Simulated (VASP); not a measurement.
# CO2 (Pa-3) in VASP: notebook

CO2 is run at these levels: PBE+D3(BJ); tasks: single point, relaxation of cell and atoms.

All numbers are computed with VASP 6.6.1; they aren't measurements. Logs are shortened: lines on timing, memory, paths and dates and some standing lists are left out, and cuts for length are marked.

## (1) The cell of the first run

It takes space group Pa-3 (No. 205, cubic). The conventional cell has a = 5.825 Å, b = 5.825 Å, c = 5.825 Å, α = 90.00°, β = 90.00°, γ = 90.00°. Within 1.6 Å of C (site symmetry -3) lie 2 O at 1.17 Å. O (site symmetry 3) has 1 C at 1.17 Å within 1.6 Å.

## (2) Single point, PBE+D3(BJ) (16.47 Å³/atom)

The input, INCAR:

```
  PREC = Accurate
  ENCUT = 520
  EDIFF = 1E-6
  ISMEAR = 0
  SIGMA = 0.02
  LREAL = False
  LASPH = True
  NELM = 60
  ALGO = Normal
  ISIF = 2
  LWAVE = False
  LCHARG = True
  GGA = PE
  IVDW = 12
  LELF = True
  LVHAR = True
  NBANDS = 44
```

The input, KPOINTS:

```
regular mesh
0
Gamma
  4 4 4
```

The input, POSCAR:

```
CO2
1.0
    5.8252696222      0.0000000000      0.0000000000
    0.0000000000      5.8252696222      0.0000000000
    0.0000000000      0.0000000000      5.8252696222
C O
4 8
Direct
    0.0000000000      0.0000000000      0.0000000000
    0.5000000000      0.0000000000      0.5000000000
    0.5000000000      0.5000000000      0.0000000000
    0.0000000000      0.5000000000      0.5000000000
    0.1158895899      0.1158895899      0.1158895899
    0.3841104101      0.8841104101      0.6158895899
    0.6158895899      0.3841104101      0.8841104101
    0.8841104101      0.6158895899      0.3841104101
    0.8841104101      0.8841104101      0.8841104101
    0.6158895899      0.1158895899      0.3841104101
    0.3841104101      0.6158895899      0.1158895899
    0.1158895899      0.3841104101      0.6158895899
```

Potentials or basis: VASP PAW PBE potentials, release 64 (C, O).

Command:

```bash
> cat potpaw_PBE.64/C/POTCAR potpaw_PBE.64/O/POTCAR > POTCAR
> mpirun -np 1 vasp_std > vasp.out
```

OUTCAR:

```text
PREC = Accurate
   ENCUT = 520
   EDIFF = 1E-6
   ISMEAR = 0
   LREAL = False
   LASPH = True
   NELM = 60
   ISIF = 2
   GGA = PE
   IVDW = 12
 IVDW          = 12

 ion  position               nearest neighbor table
   1  0.000  0.000  0.000-   5 1.17   9 1.17
   2  0.500  0.000  0.500-   6 1.17  10 1.17
   3  0.500  0.500  0.000-   7 1.17  11 1.17
   4  0.000  0.500  0.500-   8 1.17  12 1.17
   5  0.116  0.116  0.116-   1 1.17
   6  0.384  0.884  0.616-   2 1.17
   7  0.616  0.384  0.884-   3 1.17
   8  0.884  0.616  0.384-   4 1.17
   9  0.884  0.884  0.884-   1 1.17
  10  0.616  0.116  0.384-   2 1.17
  11  0.384  0.616  0.116-   3 1.17
  12  0.116  0.384  0.616-   4 1.17

  LATTYP: Found a simple cubic cell.
 ALAT       =     5.8252696222

  Lattice vectors:

 A1 = (   5.8252696222,   0.0000000000,   0.0000000000)
 A2 = (   0.0000000000,   5.8252696222,   0.0000000000)
 A3 = (   0.0000000000,   0.0000000000,   5.8252696222)

Analysis of symmetry for initial positions (statically):
=====================================================================
 Subroutine PRICEL returns:
 Original cell was already a primitive cell.

 Routine SETGRP: Setting up the symmetry group for a
 simple cubic supercell.

 Subroutine GETGRP returns: Found 24 space group operations
 (whereof  6 operations were pure point group operations)
 out of a pool of 48 trial point group operations.

The static configuration has the point symmetry S_6 .
 The point group associated with its full space group is T_h .

Analysis of symmetry for dynamics (positions and initial velocities):
=====================================================================
 Subroutine PRICEL returns:
 Original cell was already a primitive cell.

 Routine SETGRP: Setting up the symmetry group for a
 simple cubic supercell.

 Subroutine GETGRP returns: Found 24 space group operations
 (whereof  6 operations were pure point group operations)
 out of a pool of 48 trial point group operations.

The dynamic configuration has the point symmetry S_6 .
 The point group associated with its full space group is T_h .

 Subroutine INISYM returns: Found 24 space group operations
 (whereof  6 operations are pure point group operations),
 and found     1 'primitive' translations

----------------------------------------------------------------------------------------

                                     Primitive cell

  volume of cell :     197.6733

  direct lattice vectors                    reciprocal lattice vectors
     5.825269622  0.000000000  0.000000000     0.171665874  0.000000000  0.000000000
     0.000000000  5.825269622  0.000000000     0.000000000  0.171665874  0.000000000
     0.000000000  0.000000000  5.825269622     0.000000000  0.000000000  0.171665874

  length of vectors
     5.825269622  5.825269622  5.825269622     0.171665874  0.171665874  0.171665874

  position of ions in fractional coordinates (direct lattice)
     0.000000000  0.000000000  0.000000000
     0.500000000  0.000000000  0.500000000
     0.500000000  0.500000000  0.000000000
     0.000000000  0.500000000  0.500000000
     0.115889590  0.115889590  0.115889590
     0.384110410  0.884110410  0.615889590
     0.615889590  0.384110410  0.884110410
     0.884110410  0.615889590  0.384110410
     0.884110410  0.884110410  0.884110410
     0.615889590  0.115889590  0.384110410
     0.384110410  0.615889590  0.115889590
     0.115889590  0.384110410  0.615889590

  ion indices of the primitive-cell ions
   primitive index   ion index
                 1           1
                 2           2
                 3           3
                 4           4
                 5           5
                 6           6
                 7           7
                 8           8
                 9           9
                10          10
                11          11
                12          12

----------------------------------------------------------------------------------------

 KPOINTS: regular mesh

Automatic generation of k-mesh.
 Grid dimensions read from file:
 generate k-points for:    4    4    4

 Generating k-lattice:

  Cartesian coordinates                     Fractional coordinates (reciprocal lattice)
     0.042916468  0.000000000  0.000000000     0.250000000  0.000000000  0.000000000
     0.000000000  0.042916468  0.000000000     0.000000000  0.250000000  0.000000000
     0.000000000  0.000000000  0.042916468     0.000000000  0.000000000  0.250000000

  Length of vectors
     0.042916468  0.042916468  0.042916468

  Shift w.r.t. Gamma in fractional coordinates (k-lattice)
     0.000000000  0.000000000  0.000000000

 Subroutine IBZKPT returns following result:
 ===========================================

 Found     11 irreducible k-points:

 Following reciprocal coordinates:
            Coordinates               Weight
  0.000000  0.000000  0.000000      1.000000
  0.250000  0.000000  0.000000      6.000000
  0.500000  0.000000  0.000000      3.000000
  0.250000  0.250000  0.000000     12.000000
  0.500000  0.250000  0.000000      6.000000
 -0.250000  0.500000  0.000000      6.000000
  0.500000  0.500000  0.000000      3.000000
  0.250000  0.250000  0.250000      8.000000
  0.500000  0.250000  0.250000     12.000000
  0.500000  0.500000  0.250000      6.000000
  0.500000  0.500000  0.500000      1.000000
   k-points           NKPTS =     11   k-points in BZ     NKDIM =     11   number of bands    NBANDS=     44
   number of dos      NEDOS =    301   number of ions     NIONS =     12
   total plane-waves  NPLWV = 110592
   dimension x,y,z NGX =    48 NGY =   48 NGZ =   48
   dimension x,y,z NGXF=    96 NGYF=   96 NGZF=   96
   ions per type =               4   8
   NGX,Y,Z   is equivalent  to a cutoff of  13.70, 13.70, 13.70 a.u.
   NGXF,Y,Z  is equivalent  to a cutoff of  27.40, 27.40, 27.40 a.u.
 SYSTEM =  unknown system
   PREC   = accura    normal or accurate (medium, high low for compatibility)
   ISTART =      0    job   : 0-new  1-cont  2-samecut
   ICHARG =      2    charge: 1-file 2-atom 10-const
   ISPIN  =      1    spin polarized calculation?
   LNONCOLLINEAR =      F non collinear calculations
   LSORBIT =      F    spin-orbit coupling
   LASPH  =      T    aspherical Exc in radial PAW
   ENCUT  =  520.0 eV  38.22 Ry    6.18 a.u.  10.83 10.83 10.83*2*pi/ulx,y,z
   NELM   =     60;   NELMIN=  2; NELMDL= -5     # of ELM steps
   EDIFF  = 0.1E-05   stopping-criterion for ELM
   LREAL  =      F    real-space projection
   EDIFFG = 0.1E-04   stopping-criterion for IOM
   NSW    =      0    number of steps for IOM
   IBRION =     -1    ionic relax: 0-MD 1-quasi-New 2-CG
   NFREE  =      0    steps in history (QN), initial steepest desc. (CG)
   ISIF   =      2    stress and relaxation
   ISYM   =      2    0-nonsym 1-usesym 2-fastsym
   POTIM  = 0.5000    time-step for ionic-motion
   TEBEG  =    0.0;   TEEND  =   0.0 temperature during run
   PSTRESS=    0.0 pullay stress
   NELECT =      64.0000    total number of electrons
   NUPDOWN=      -1.0000    fix difference up-down
   EMIN   =  10.00;   EMAX   =-10.00  energy-range for DOS
   EFERMI =   0.00;   METHOD = LEGACY
   ISMEAR =     0;   SIGMA  =   0.02  broadening in eV -4-tet -1-fermi 0-gaus
   EFERMI_NEDOS =   21; number of points for ismear=-14 and -15
   IALGO  =     38    algorithm
   IMIX   =      4    mixing-type and parameters
     AMIX     =   0.40;   BMIX     =  1.00
     AMIX_MAG =   1.60;   BMIX_MAG =  1.00
  volume/ion in A,a.u.               =      16.47       111.16
  Fermi-wavevector in a.u.,A,eV,Ry     =   1.124136  2.124309 17.193429  1.263681
  Thomas-Fermi vector in A             =   2.260806
   LORBIT       =      0    0 simple, 1 ext, 2 COOP (PROOUT), +10 PAW based schemes
   GGA     = PE    functional components
   LHFCALC =     F    Hartree Fock is set to
   AEXX    =    0.0000 exact exchange contribution
   IVDW    =    12    specifies the selected vdW correction
   LEPSILON=     F    determine dielectric tensor
   LRPA    =     F    only Hartree local field effects (RPA)
 non-spin polarized calculation
 Gauss-broadening in eV      SIGMA  =   0.02
  energy-cutoff  :      520.00
  volume of cell :      197.67
 maximum number of plane-waves:      5400
 NGX is ok and might be reduce to    48
   NGX = 21   NGY = 21   NGZ = 21

 number of electron      63.9999971 magnetization

 Free energy of the ion-electron system (eV)
  ---------------------------------------------------
  ext. energy  EPLUGINS =         0.00000000
  ---------------------------------------------------
  free energy    TOTEN  =       -92.23705982 eV

  energy without entropy =      -92.23705982  energy(sigma->0) =      -92.23705982

 E-fermi :  -4.1293     XC(G=0):  -7.3642

 val. band max:       -4.2603938212   @ k =   0.0000   0.0000   0.0000
 cond. band min:       2.4230274974   @ k =   0.0000   0.0000   0.0000
 fundamental gap:      6.6834213187
 Fermi energy:        -4.1293446592

 k-point     1 :       0.0000    0.0000    0.0000
  band No.  band energies     occupation
      1     -24.7242      2.00000
      2     -24.5877      2.00000
      3     -24.5877      2.00000
      4     -24.5877      2.00000
      5     -23.6335      2.00000
      6     -23.6335      2.00000
[... 36 lines left out ...]
     43       6.2800      0.00000
     44       6.2800      0.00000

 k-point     2 :       0.2500    0.0000    0.0000
  band No.  band energies     occupation
      1     -24.7048      2.00000
      2     -24.6083      2.00000
      3     -24.5875      2.00000
      4     -24.5874      2.00000
      5     -23.6326      2.00000
      6     -23.6325      2.00000
[... 415 lines left out ...]
 k-point    11 :       0.5000    0.5000    0.5000
  band No.  band energies     occupation
      1     -24.6216      2.00000
      2     -24.6216      2.00000
      3     -24.6216      2.00000
      4     -24.6216      2.00000
      5     -23.6257      2.00000
      6     -23.6257      2.00000
[... 36 lines left out ...]
     43       5.1675      0.00000
     44       5.1675      0.00000

------------------------ aborting loop because EDIFF is reached ----------------------------------------

 Edisp (eV)   -0.73224

 E8    (eV) :    -0.1846

  FORCE on cell =-STRESS in cart. coord.  units (eV):
  Direction    XX          YY          ZZ          XY          YZ          ZX
  --------------------------------------------------------------------------------------
  -------------------------------------------------------------------------------------
  Total       1.31264     1.31264     1.31264     0.00000     0.00000     0.00000
  in kB      10.63915    10.63915    10.63915     0.00000     0.00000     0.00000
  external pressure =       10.64 kB  Pullay stress =        0.00 kB

 VOLUME and BASIS-vectors are now :
 -----------------------------------------------------------------------------
  energy-cutoff  :      520.00
  volume of cell :      197.67
      direct lattice vectors                 reciprocal lattice vectors
     5.825269622  0.000000000  0.000000000     0.171665874  0.000000000  0.000000000
     0.000000000  5.825269622  0.000000000     0.000000000  0.171665874  0.000000000
     0.000000000  0.000000000  5.825269622     0.000000000  0.000000000  0.171665874

 POSITION                                       TOTAL-FORCE (eV/Angst)
 -----------------------------------------------------------------------------------
      0.00000      0.00000      0.00000         0.000000      0.000000      0.000000
      2.91263      0.00000      2.91263         0.000000      0.000000      0.000000
      2.91263      2.91263      0.00000         0.000000      0.000000      0.000000
      0.00000      2.91263      2.91263         0.000000      0.000000      0.000000
      0.67509      0.67509      0.67509         0.366023      0.366023      0.366023
      2.23755      5.15018      3.58772        -0.366023     -0.366023      0.366023
      3.58772      2.23755      5.15018         0.366023     -0.366023     -0.366023
      5.15018      3.58772      2.23755        -0.366023      0.366023     -0.366023
      5.15018      5.15018      5.15018        -0.366023     -0.366023     -0.366023
      3.58772      0.67509      2.23755         0.366023      0.366023     -0.366023
      2.23755      3.58772      0.67509        -0.366023      0.366023      0.366023
      0.67509      2.23755      3.58772         0.366023     -0.366023      0.366023
 -----------------------------------------------------------------------------------
    total drift:                                0.000000     -0.000000     -0.000000

  FREE ENERGIE OF THE ION-ELECTRON SYSTEM (eV)
  ---------------------------------------------------
  free  energy   TOTEN  =       -92.9692948501 eV

  energy  without entropy=      -92.9692948501  energy(sigma->0) =      -92.96929485
```

Wall time 2.4 min (1 thread of Intel Xeon 8259CL, shared host); peak memory 0.34 GiB.

Results:

```yaml
Free_energy: -92.9693 eV
Pressure: 1.1 GPa
Largest_force: 0.634 eV/Å
Band_gap_on_the_k_mesh: 6.68 eV
Dispersion_energy_per_atom: -0.061 eV
```

Forces on the atoms (eV/Å):
```
C    0.000  0.000  0.000
C    0.000  0.000  0.000
C    0.000  0.000  0.000
C    0.000  0.000  0.000
O    0.366  0.366  0.366
O   -0.366 -0.366  0.366
O    0.366 -0.366 -0.366
O   -0.366  0.366 -0.366
O   -0.366 -0.366 -0.366
O    0.366  0.366 -0.366
O   -0.366  0.366  0.366
O    0.366 -0.366  0.366
```

## (3) Single point, PBE+D3(BJ) (17.09 Å³/atom)

This run uses another cell than the first one, of 17.09 Å³/atom.

The input, INCAR:

```
SYSTEM = CO2
PREC = Accurate ; ENCUT = 520
EDIFF = 1E-6 ; ISMEAR = 0
SIGMA = 0.02 ; LREAL = .False.
LASPH = .True. ; NELM = 60
ALGO = Normal ; ISIF = 2
LWAVE = .False. ; LCHARG = .False.
GGA = PE ; IVDW = 12
NBANDS = 44
```

The input, KPOINTS:

```
regular mesh
0
Gamma
  4 4 4
  0 0 0
```

The input, POSCAR:

```
CO2
1.0
    5.8976406200      0.0000000000      0.0000000000
    0.0000000000      5.8976406200      0.0000000000
    0.0000000000      0.0000000000      5.8976406200
C O
4 8
Direct
    0.0000000000      0.0000000000      0.0000000000
    0.5000000000      0.0000000000      0.5000000000
    0.5000000000      0.5000000000      0.0000000000
    0.0000000000      0.5000000000      0.5000000000
    0.1144860349      0.1144860349      0.1144860349
    0.3855139651      0.8855139651      0.6144860349
    0.6144860349      0.3855139651      0.8855139651
    0.8855139651      0.6144860349      0.3855139651
    0.8855139651      0.8855139651      0.8855139651
    0.6144860349      0.1144860349      0.3855139651
    0.3855139651      0.6144860349      0.1144860349
    0.1144860349      0.3855139651      0.6144860349
```

Potentials or basis: VASP PAW PBE potentials, release 64 (C, O).

Command:

```bash
> cat potpaw_PBE.64/C/POTCAR potpaw_PBE.64/O/POTCAR > POTCAR
> mpirun -np 1 vasp_std > vasp.out
```

It took 2.4 min on 1 thread of Intel Xeon 8259CL, shared host; peak memory 0.34 GiB.

The run converged. Its results:

```
Free energy                : -92.9522 eV
Pressure                   : 0.9 GPa
Largest force              : 0.635 eV/Å
Band gap on the k mesh     : 6.66 eV
Dispersion energy per atom : -0.058 eV
```

Forces on the atoms (eV/Å):
```
C    0.000  0.000  0.000
C    0.000  0.000  0.000
C    0.000  0.000  0.000
C    0.000  0.000  0.000
O    0.367  0.367  0.367
O   -0.367 -0.367  0.367
O    0.367 -0.367 -0.367
O   -0.367  0.367 -0.367
O   -0.367 -0.367 -0.367
O    0.367  0.367 -0.367
O   -0.367  0.367  0.367
O    0.367 -0.367  0.367
```

Levels at points of the mesh, in eV from the valence-band top:
```
           k point  band 28  band 29  band 30  band 31  band 32  band 33  band 34  band 35  band 36  band 37
(0.00, 0.00, 0.00)    -0.13    -0.13    -0.13     0.00     0.00     6.66     8.15     8.15     8.15     8.33
(0.50, 0.00, 0.00)    -0.24    -0.21    -0.21    -0.05    -0.05     8.02     8.02     8.09     8.09     8.34
(0.50, 0.50, 0.00)    -0.22    -0.19    -0.19    -0.19    -0.19     8.07     8.07     8.07     8.07     8.62
(0.50, 0.50, 0.50)    -0.22    -0.22    -0.22    -0.22    -0.22     8.10     8.10     8.10     8.10     8.79
```

A k mesh can miss the band edges.

(Part 1 of 2 ends here.)
